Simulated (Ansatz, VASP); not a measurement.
**Li in VASP and in Ansatz**

The input INCAR:

```
SYSTEM = Li
ALGO = Normal
EDIFF = 1E-6
EDIFFG = -0.005
ENCUT = 600
GGA = PS
IBRION = 2
ISIF = 3
ISMEAR = -1
LASPH = .TRUE.
LCHARG = .FALSE.
LREAL = .FALSE.
LWAVE = .FALSE.
NELM = 80
NSW = 100
PREC = Accurate
SIGMA = 0.05
```

KPOINTS

```
k-points
0
G
  12 12 7
  0 0 0
```

POSCAR

```
Li
1.0
    3.1519389053      0.0000000000      0.0000000000
   -1.5759694526      2.7296591632      0.0000000000
    0.0000000000      0.0000000000      5.1600208437
Li
2
Direct
    0.3333333333      0.6666666667      0.2500000000
    0.6666666667      0.3333333333      0.7500000000
```

Input for Ansatz:

```yaml
crystal:
  lattice:
    - [3.1519389053, 0.0, 0.0]
    - [-1.5759694526, 2.7296591632, 0.0]
    - [0.0, 0.0, 5.1600208437]
  atoms:
    - { symbol: Li, position: [0.3333333333, 0.6666666667, 0.25] }
    - { symbol: Li, position: [0.6666666667, 0.3333333333, 0.75] }
kpoints:
  mp_grid: { grid: [12, 12, 7] }
scf:
  occupations: { method: fermi_dirac, width: 0.05 }
hamiltonian:
  xc: pbesol
  pseudopotentials: { kind: paw }
output:
  forces: true
  stress: true
  efg: { contact_densities: true }
relax:
  f_tol: 0.005
  max_steps: 80
  cell: {}
```

Alike in both runs: task relaxation of cell and atoms; functional PBEsol; k mesh 12 × 12 × 7; occupations fermi-dirac, width 0.05 eV; no spin polarisation.

|  | VASP | Ansatz |
| --- | --- | --- |
| version | VASP 6.6.1 | Ansatz 0.2.0 |
| potentials or method | VASP PAW PBE potentials, release 64 (Li_sv) | PAW with Ansatz's default frozen-core files, scalar-relativistic |
| plane-wave cutoff (eV) | 600 | 420 |
| valence electrons in the cell | 6 | 6 |

VASP gave:

- relaxed volume (Å³/atom): 19.92
- relaxed length of the cell vector where the two differ most in proportion (Å): 4.921

Q: Which values does Ansatz return?

A: Relaxed volume (Å³/atom): 20.18; relaxed length of the cell vector where the two differ most in proportion (Å): 4.947.

VASP's potentials were made for PBE, not for PBEsol.

Noted on VASP's run: the cutoff is under 1.25 times that of the potentials, so the pressure is a little rough.
